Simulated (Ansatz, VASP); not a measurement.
**C: VASP beside Ansatz**

```xyz
1
Lattice="0.0000 1.5481 1.5481 1.5481 0.0000 1.5481 1.5481 1.5481 0.0000" Properties=species:S:1:pos:R:3 pbc="T T T"
C     0.0000    0.0000    0.0000
```

Alike in both runs: functional r2SCAN; k mesh 18 × 18 × 18; occupations fermi-dirac, width 0.1 eV; no spin polarisation.

Ansatz relaxed the structure, and its values are those at the end. VASP's run is a single point on that final structure, the one shown.

|  | VASP | Ansatz |
| --- | --- | --- |
| version | VASP 6.6.1 | Ansatz 0.2.0 |
| potentials or method | VASP PAW PBE potentials, release 64 (C), cutoff 520 eV | plane waves (500 eV) with PAW, scalar-relativistic |
| valence electrons in the cell | 4 | 4 |

VASP gave:

```
pressure (GPa) : 0.1
```

Q: Which values does Ansatz return?

A: Pressure (GPa): 0.0.

VASP's potentials were made for PBE, not for r2SCAN.
